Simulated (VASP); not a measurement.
# Cs (Im-3m) in VASP: further runs

Cs is run at these levels: PBE; tasks: single point.

All numbers are computed with VASP 6.6.1; they aren't measurements. Logs are shortened: lines on timing, memory, paths and dates and some standing lists are left out, and cuts for length are marked.

## Step 1: The cell of the first run

The structure is cubic, space group Im-3m (No. 229). The conventional cell has a = 6.154 Å, b = 6.154 Å, c = 6.154 Å, α = 90.00°, β = 90.00°, γ = 90.00°.

## Step 2: Single point, PBE

Input file INCAR:

```
SYSTEM = Cs
PREC = Accurate
ENCUT = 520
EDIFF = 1E-6
ISMEAR = -1
SIGMA = 0.2
LREAL = .False.
LASPH = .True.
NELM = 80
ALGO = Normal
ISIF = 2
LWAVE = .False.
LCHARG = .True.
GGA = PE
LELF = .True.
LVHAR = .True.
NBANDS = 10
```

Input file KPOINTS:

```
regular mesh
0
Gamma
  7 7 7
  0 0 0
```

Input file POSCAR:

```
Cs
1.0
   -3.0771709509      3.0771709509      3.0771709509
    3.0771709509     -3.0771709509      3.0771709509
    3.0771709509      3.0771709509     -3.0771709509
Cs
1
Direct
    0.0000000000      0.0000000000      0.0000000000
```

Potentials or basis: VASP PAW PBE potentials, release 64 (Cs_sv).

Launch:

```
$ cat potpaw_PBE.64/Cs_sv/POTCAR > POTCAR
$ mpirun -np 1 vasp_std > vasp.out
```

OUTCAR:

```text
SYSTEM = Cs
   PREC = Accurate
   ENCUT = 520
   EDIFF = 1E-6
   ISMEAR = -1
   LREAL = .False.
   LASPH = .True.
   NELM = 80
   ISIF = 2
   GGA = PE

 ion  position               nearest neighbor table
   1  0.000  0.000  0.000-

  LATTYP: Found a body centered cubic cell.
 ALAT       =     6.1543419018

  Lattice vectors:

 A1 = (  -3.0771709509,   3.0771709509,   3.0771709509)
 A2 = (   3.0771709509,  -3.0771709509,   3.0771709509)
 A3 = (   3.0771709509,   3.0771709509,  -3.0771709509)

Analysis of symmetry for initial positions (statically):
=====================================================================
 Subroutine PRICEL returns:
 Original cell was already a primitive cell.

 Routine SETGRP: Setting up the symmetry group for a
 body centered cubic supercell.

 Subroutine GETGRP returns: Found 48 space group operations
 (whereof 48 operations were pure point group operations)
 out of a pool of 48 trial point group operations.

The static configuration has the point symmetry O_h .

Analysis of symmetry for dynamics (positions and initial velocities):
=====================================================================
 Subroutine PRICEL returns:
 Original cell was already a primitive cell.

 Routine SETGRP: Setting up the symmetry group for a
 body centered cubic supercell.

 Subroutine GETGRP returns: Found 48 space group operations
 (whereof 48 operations were pure point group operations)
 out of a pool of 48 trial point group operations.

The dynamic configuration has the point symmetry O_h .

 Subroutine INISYM returns: Found 48 space group operations
 (whereof 48 operations are pure point group operations),
 and found     1 'primitive' translations

----------------------------------------------------------------------------------------

                                     Primitive cell

  volume of cell :     116.5507

  direct lattice vectors                    reciprocal lattice vectors
    -3.077170951  3.077170951  3.077170951     0.000000000  0.162486910  0.162486910
     3.077170951 -3.077170951  3.077170951     0.162486910  0.000000000  0.162486910
     3.077170951  3.077170951 -3.077170951     0.162486910  0.162486910  0.000000000

  length of vectors
     5.329816431  5.329816431  5.329816431     0.229791192  0.229791192  0.229791192

  position of ions in fractional coordinates (direct lattice)
     0.000000000  0.000000000  0.000000000

  ion indices of the primitive-cell ions
   primitive index   ion index
                 1           1

----------------------------------------------------------------------------------------

 KPOINTS: regular mesh

Automatic generation of k-mesh.
 Grid dimensions read from file:
 generate k-points for:    7    7    7

 Generating k-lattice:

  Cartesian coordinates                     Fractional coordinates (reciprocal lattice)
     0.000000000  0.023212416  0.023212416     0.142857143  0.000000000  0.000000000
     0.023212416  0.000000000  0.023212416     0.000000000  0.142857143  0.000000000
     0.023212416  0.023212416  0.000000000     0.000000000  0.000000000  0.142857143

  Length of vectors
     0.032827313  0.032827313  0.032827313

  Shift w.r.t. Gamma in fractional coordinates (k-lattice)
     0.000000000  0.000000000  0.000000000

 Subroutine IBZKPT returns following result:
 ===========================================

 Found     20 irreducible k-points:

 Following reciprocal coordinates:
            Coordinates               Weight
  0.000000  0.000000  0.000000      1.000000
  0.142857  0.000000  0.000000     12.000000
  0.285714  0.000000  0.000000     12.000000
  0.428571  0.000000  0.000000     12.000000
  0.142857  0.142857  0.000000     24.000000
  0.285714  0.142857  0.000000     48.000000
[... 12 lines left out ...]
 -0.428571 -0.428571  0.285714      8.000000
 -0.428571  0.428571  0.428571      6.000000
   k-points           NKPTS =     20   k-points in BZ     NKDIM =     20   number of bands    NBANDS=     10
   number of dos      NEDOS =    301   number of ions     NIONS =      1
   total plane-waves  NPLWV =  64000
   dimension x,y,z NGX =    40 NGY =   40 NGZ =   40
   dimension x,y,z NGXF=    80 NGYF=   80 NGZF=   80
   ions per type =               1
   NGX,Y,Z   is equivalent  to a cutoff of  12.48, 12.48, 12.48 a.u.
   NGXF,Y,Z  is equivalent  to a cutoff of  24.95, 24.95, 24.95 a.u.
 SYSTEM =  Cs
   PREC   = accura    normal or accurate (medium, high low for compatibility)
   ISTART =      0    job   : 0-new  1-cont  2-samecut
   ICHARG =      2    charge: 1-file 2-atom 10-const
   ISPIN  =      1    spin polarized calculation?
   LNONCOLLINEAR =      F non collinear calculations
   LSORBIT =      F    spin-orbit coupling
   LASPH  =      T    aspherical Exc in radial PAW
   ENCUT  =  520.0 eV  38.22 Ry    6.18 a.u.   9.91  9.91  9.91*2*pi/ulx,y,z
   NELM   =     80;   NELMIN=  2; NELMDL= -5     # of ELM steps
   EDIFF  = 0.1E-05   stopping-criterion for ELM
   LREAL  =      F    real-space projection
   EDIFFG = 0.1E-04   stopping-criterion for IOM
   NSW    =      0    number of steps for IOM
   IBRION =     -1    ionic relax: 0-MD 1-quasi-New 2-CG
   NFREE  =      0    steps in history (QN), initial steepest desc. (CG)
   ISIF   =      2    stress and relaxation
   ISYM   =      2    0-nonsym 1-usesym 2-fastsym
   POTIM  = 0.5000    time-step for ionic-motion
   TEBEG  =    0.0;   TEEND  =   0.0 temperature during run
   PSTRESS=    0.0 pullay stress
   NELECT =       9.0000    total number of electrons
   NUPDOWN=      -1.0000    fix difference up-down
   EMIN   =  10.00;   EMAX   =-10.00  energy-range for DOS
   EFERMI =   0.00;   METHOD = LEGACY
   ISMEAR =    -1;   SIGMA  =   0.20  broadening in eV -4-tet -1-fermi 0-gaus
   EFERMI_NEDOS =   21; number of points for ismear=-14 and -15
   IALGO  =     38    algorithm
   IMIX   =      4    mixing-type and parameters
     AMIX     =   0.40;   BMIX     =  1.00
     AMIX_MAG =   1.60;   BMIX_MAG =  1.00
  volume/ion in A,a.u.               =     116.55       786.52
  Fermi-wavevector in a.u.,A,eV,Ry     =   0.697136  1.317396  6.612408  0.485998
  Thomas-Fermi vector in A             =   1.780379
   LORBIT       =      0    0 simple, 1 ext, 2 COOP (PROOUT), +10 PAW based schemes
   GGA     = PE    functional components
   LHFCALC =     F    Hartree Fock is set to
   AEXX    =    0.0000 exact exchange contribution
   IVDW    =     0    specifies the selected vdW correction
   LEPSILON=     F    determine dielectric tensor
   LRPA    =     F    only Hartree local field effects (RPA)
 non-spin polarized calculation
  energy-cutoff  :      520.00
  volume of cell :      116.55
 maximum number of plane-waves:      3164
   NGX = 19   NGY = 19   NGZ = 19

 number of electron       9.0000002 magnetization

 Free energy of the ion-electron system (eV)
  ---------------------------------------------------
  ext. energy  EPLUGINS =         0.00000000
  ---------------------------------------------------
  free energy    TOTEN  =        -0.93071411 eV

  energy without entropy =       -0.77629670  energy(sigma->0) =       -0.85350541

 E-fermi :   0.3822     XC(G=0):  -5.3712

 val. band max:        0.2941406073   @ k =   0.4286   0.0000   0.0000
 cond. band min:       0.4154125108   @ k =  -0.2857   0.4286   0.1429
 fundamental gap:      0.1212719034
 Fermi energy:         0.3822282916

 k-point     1 :       0.0000    0.0000    0.0000
  band No.  band energies     occupation
      1     -23.4393      2.00000
      2     -10.1849      2.00000
      3     -10.1849      2.00000
      4     -10.1849      2.00000
      5      -1.2415      1.99940
      6       2.9094      0.00001
      7       2.9094      0.00001
      8       2.9094      0.00001
      9       3.7545      0.00000
     10       3.7545      0.00000

 k-point     2 :       0.1429    0.0000    0.0000
  band No.  band energies     occupation
      1     -23.4381      2.00000
      2     -10.2104      2.00000
      3     -10.1932      2.00000
      4     -10.1849      2.00000
      5      -1.0218      1.99821
      6       2.6595      0.00002
      7       2.6904      0.00002
      8       3.1309      0.00000
      9       3.5373      0.00000
     10       3.7253      0.00000

 k-point     3 :       0.2857    0.0000    0.0000
  band No.  band energies     occupation
      1     -23.4355      2.00000
      2     -10.2662      2.00000
      3     -10.2117      2.00000
      4     -10.1850      2.00000
      5      -0.4276      1.96572
      6       1.9815      0.00067
      7       2.3249      0.00012
      8       3.6485      0.00000
      9       3.7747      0.00000
     10       3.7892      0.00000

 k-point     4 :       0.4286    0.0000    0.0000
  band No.  band energies     occupation
      1     -23.4334      2.00000
      2     -10.3096      2.00000
      3     -10.2264      2.00000
      4     -10.1851      2.00000
      5       0.2941      1.21673
      6       1.4097      0.01168
      7       2.0993      0.00037
      8       3.6347      0.00000
      9       4.0784      0.00000
     10       4.7591      0.00000
[... 170 lines left out ...]
 k-point    18 :      -0.4286    0.4286    0.2857
  band No.  band energies     occupation
      1     -23.4303      2.00000
      2     -10.2884      2.00000
      3     -10.2569      2.00000
      4     -10.2435      2.00000
      5       0.8779      0.15478
      6       1.3282      0.01750
      7       2.5092      0.00005
      8       2.7433      0.00001
      9       3.5331      0.00000
     10       4.5648      0.00000

 k-point    19 :      -0.4286   -0.4286    0.2857
  band No.  band energies     occupation
      1     -23.4294      2.00000
      2     -10.2804      2.00000
      3     -10.2804      2.00000
      4     -10.2475      2.00000
      5       1.1680      0.03858
      6       1.1680      0.03858
      7       2.2336      0.00019
      8       3.4051      0.00000
      9       3.4051      0.00000
     10       4.5733      0.00000

 k-point    20 :      -0.4286    0.4286    0.4286
  band No.  band energies     occupation
      1     -23.4286      2.00000
      2     -10.2779      2.00000
      3     -10.2736      2.00000
      4     -10.2736      2.00000
      5       1.0574      0.06613
      6       1.1547      0.04117
      7       3.1003      0.00000
      8       3.2155      0.00000
      9       3.2155      0.00000
     10       4.6626      0.00000

------------------------ aborting loop because EDIFF is reached ----------------------------------------

  FORCE on cell =-STRESS in cart. coord.  units (eV):
  Direction    XX          YY          ZZ          XY          YZ          ZX
  --------------------------------------------------------------------------------------
  -------------------------------------------------------------------------------------
  Total        0.0045675      0.0045675      0.0045675     -0.0000000      0.0000000     -0.0000000
  in kB        0.0627883      0.0627883      0.0627883     -0.0000000      0.0000000     -0.0000000
  external PRESSURE =       0.0627883 kB  Pullay stress =       0.0000000 kB

 VOLUME and BASIS-vectors are now :
 -----------------------------------------------------------------------------
  energy-cutoff  :      520.00
  volume of cell :      116.55
      direct lattice vectors                 reciprocal lattice vectors
    -3.077170951  3.077170951  3.077170951     0.000000000  0.162486910  0.162486910
     3.077170951 -3.077170951  3.077170951     0.162486910  0.000000000  0.162486910
     3.077170951  3.077170951 -3.077170951     0.162486910  0.162486910  0.000000000

 POSITION                                       TOTAL-FORCE (eV/Angst)
 -----------------------------------------------------------------------------------
      0.00000      0.00000      0.00000         0.000000      0.000000      0.000000
 -----------------------------------------------------------------------------------
    total drift:                                0.000000     -0.000000     -0.000000

  FREE ENERGIE OF THE ION-ELECTRON SYSTEM (eV)
  ---------------------------------------------------
  free  energy   TOTEN  =        -0.9307141115 eV

  energy  without entropy=       -0.7762967039  energy(sigma->0) =       -0.85350541
```

Run time: 17 s. Hardware: 1 thread of AMD EPYC 7R13 (Zen 3), shared host; peak memory 0.21 GiB.

Results:

```
Free energy : -0.9307 eV
Pressure    : 0.0 GPa
```

Levels at points of the mesh, in eV from the Fermi level:
```
           k point  band 1  band 2  band 3  band 4  band 5  band 6  band 7  band 8  band 9
(0.00, 0.00, 0.00)  -23.82  -10.57  -10.57  -10.57   -1.62    2.53    2.53    2.53    3.37
```

Caveat: spin-orbit coupling is left out, which moves the levels of the heavy elements.

## Step 3: Single point, PBE

Input file INCAR:

```
PREC     = Accurate       # precision mode
ENCUT    = 520            # plane-wave cutoff, eV
EDIFF    = 1E-6           # SCF threshold, eV
ISMEAR   = -1             # smearing method
SIGMA    = 0.3            # smearing width, eV
LREAL    = False          # projectors in reciprocal space
LASPH    = True           # aspherical terms in the spheres
NELM     = 100            # most SCF steps
ALGO     = Normal         # electronic algorithm
ISIF     = 2              # what is computed and relaxed
LWAVE    = False          # write WAVECAR
LCHARG   = False          # write CHGCAR
GGA      = PE             # functional
NBANDS   = 10             # bands
```

Input file KPOINTS:

```
regular mesh
0
Gamma
  7 7 7
```

POSCAR is that of step 2.

Potentials or basis: VASP PAW PBE potentials, release 64 (Cs_sv).

Launch:

```
$ cat potpaw_PBE.64/Cs_sv/POTCAR > POTCAR
$ mpirun -np 1 vasp_std > vasp.out
```

OUTCAR:

```text
PREC = Accurate
   ENCUT = 520
   EDIFF = 1E-6
   ISMEAR = -1
   LREAL = False
   LASPH = True
   NELM = 100
   ISIF = 2
   GGA = PE

 ion  position               nearest neighbor table
   1  0.000  0.000  0.000-

  LATTYP: Found a body centered cubic cell.
 ALAT       =     6.1543419018

  Lattice vectors:

 A1 = (  -3.0771709509,   3.0771709509,   3.0771709509)
[... 431 lines left out ...]
      7       3.1044      0.00019
      8       3.2202      0.00013
      9       3.2202      0.00013
     10       4.6675      0.00000

------------------------ aborting loop because EDIFF is reached ----------------------------------------

  FORCE on cell =-STRESS in cart. coord.  units (eV):
  Direction    XX          YY          ZZ          XY          YZ          ZX
  --------------------------------------------------------------------------------------
  -------------------------------------------------------------------------------------
  Total        0.0182729      0.0182729      0.0182729      0.0000000      0.0000000     -0.0000000
  in kB        0.2511904      0.2511904      0.2511904      0.0000000      0.0000000     -0.0000000
  external PRESSURE =       0.2511904 kB  Pullay stress =       0.0000000 kB

 VOLUME and BASIS-vectors are now :
 -----------------------------------------------------------------------------
  energy-cutoff  :      520.00
  volume of cell :      116.55
      direct lattice vectors                 reciprocal lattice vectors
    -3.077170951  3.077170951  3.077170951     0.000000000  0.162486910  0.162486910
     3.077170951 -3.077170951  3.077170951     0.162486910  0.000000000  0.162486910
     3.077170951  3.077170951 -3.077170951     0.162486910  0.162486910  0.000000000

 POSITION                                       TOTAL-FORCE (eV/Angst)
 -----------------------------------------------------------------------------------
      0.00000      0.00000      0.00000        -0.000000     -0.000000      0.000000
 -----------------------------------------------------------------------------------
    total drift:                               -0.000000      0.000000     -0.000000

  FREE ENERGIE OF THE ION-ELECTRON SYSTEM (eV)
  ---------------------------------------------------
  free  energy   TOTEN  =        -1.0269354416 eV

  energy  without entropy=       -0.6824950281  energy(sigma->0) =       -0.85471523
```

OSZICAR:

```text
N       E                     dE             d eps       ncg     rms          rms(c)
DAV:   1     0.511876940072E+02    0.51188E+02   -0.28499E+03   400   0.621E+02
DAV:   2     0.428447047991E+01   -0.46903E+02   -0.45892E+02   526   0.104E+02
DAV:   3    -0.950132138372E+00   -0.52346E+01   -0.52291E+01   466   0.410E+01
DAV:   4    -0.102448971386E+01   -0.74358E-01   -0.74336E-01   498   0.581E+00
DAV:   5    -0.102488795102E+01   -0.39824E-03   -0.39813E-03   518   0.379E-01    0.129E-01
DAV:   6    -0.102569969845E+01   -0.81175E-03   -0.12778E-03   500   0.173E-01    0.872E-02
DAV:   7    -0.102683103222E+01   -0.11313E-02   -0.30567E-03   426   0.273E-01    0.339E-02
DAV:   8    -0.102693460188E+01   -0.10357E-03   -0.12680E-04   454   0.666E-02    0.424E-03
DAV:   9    -0.102693544158E+01   -0.83970E-06   -0.41377E-06   626   0.107E-02
   1 F= -.10269354E+01 E0= -.85471523E+00  d E =-.344440E+00
```

stdout:

```text
POSCAR found type information on POSCAR Cs
 POSCAR found :  1 types and       1 ions
 scaLAPACK will be used
 LDA part: xc-table for (Slater+PW92), standard interpolation
 POSCAR, INCAR and KPOINTS ok, starting setup
 FFT: planning ... GRIDC
 FFT: planning ... GRID_SOFT
 FFT: planning ... GRID
 WAVECAR not read
 entering main loop
```

Wall time 13 s (1 thread of AMD EPYC 7R13 (Zen 3), shared host); peak memory 0.2 GiB.

Results:

```
Free energy : -1.0269 eV
Pressure    : 0.0 GPa
```

Levels at points of the mesh, in eV from the Fermi level:
```csv
k point,band 1,band 2,band 3,band 4,band 5,band 6,band 7,band 8
"(0.00, 0.00, 0.00)",-23.76,-10.50,-10.50,-10.50,-1.56,2.59,2.59,2.59
```

Caveat: spin-orbit coupling is left out, which moves the levels of the heavy elements.
